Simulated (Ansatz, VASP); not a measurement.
# LiBeS3 in VASP and in Ansatz

Contents of INCAR:

```
SYSTEM = LiBeS3
PREC = Accurate ; ENCUT = 600
EDIFF = 1E-6 ; ISMEAR = 0
SIGMA = 0.1 ; LREAL = .False.
LASPH = .True. ; NELM = 100
ALGO = Normal ; ISIF = 3
LWAVE = .False. ; LCHARG = .False.
GGA = PE ; IBRION = 2
NSW = 100 ; EDIFFG = -0.01
```

KPOINTS

```
Automatic mesh
0
Gamma
  10 10 6
  0 0 0
```

File POSCAR:

```
LiBeS3
1.0
    3.6024645046      0.0000000000      0.0000000000
    0.0000000000      3.6024645046      0.0000000000
    0.0000000000      0.0000000000      7.3501681660
Li Be S
1 1 3
Direct
    0.5000000000      0.5000000000      0.6597309605
    0.0000000000      0.0000000000      0.9604706909
    0.5000000000      0.0000000000      0.1469207404
    0.0000000000      0.5000000000      0.1469207404
    0.0000000000      0.0000000000      0.6941588877
```

Input for Ansatz:

```yaml
crystal:
  lattice:
    - [3.6024645046, 0.0, 0.0]
    - [0.0, 3.6024645046, 0.0]
    - [0.0, 0.0, 7.350168166]
  atoms:
    - { symbol: Li, position: [0.5, 0.5, 0.6597309605] }
    - { symbol: Be, position: [0.0, 0.0, 0.9604706909] }
    - { symbol: S, position: [0.5, 0.0, 0.1469207404] }
    - { symbol: S, position: [0.0, 0.5, 0.1469207404] }
    - { symbol: S, position: [0.0, 0.0, 0.6941588877] }
basis:
  ecutwfc: 420
kpoints:
  mp_grid: { grid: [10, 10, 6] }
hamiltonian:
  xc: pbe
scf:
  occupations: { method: gaussian, width: 0.1 }
output:
  forces: true
  stress: true
  eigenvalues: true
relax:
  adjacent_minimum: "off"
  f_tol: 0.01
  max_steps: 80
  cell: { stress_tol: 0.05 }
```

Change from the starting cell: species swapped into the LaSiPt3 type (P4mm, No. 99).

Alike in both runs: task relaxation of cell and atoms; functional PBE; k mesh 10 × 10 × 6; occupations gaussian, width 0.1 eV; no spin polarisation.

|  | VASP | Ansatz |
| --- | --- | --- |
| version | VASP 6.6.1 | Ansatz 0.2.0 |
| potentials or method | VASP PAW PBE potentials, release 64 (Li_sv, Be, S), cutoff 600 eV | scalar-relativistic, plane waves, PAW |
| valence electrons in the cell | 23 | 23 |

Ansatz gave:

- gap on the k mesh at the Fermi level, each at its own relaxed structure (eV): none
- relaxed volume (Å³/atom): 19.37
- relaxed cell length with the largest relative difference (Å): 7.477

Q: What did VASP give for the same quantities?

A: gap on the k mesh at the Fermi level, each at its own relaxed structure (eV): none; relaxed volume (Å³/atom): 19.02; relaxed cell length with the largest relative difference (Å): 7.352.

A gap of «none» marks a metal or a gap that the smearing closes.

Noted on VASP's run: the cutoff is short for stress, so the pressure is rough.
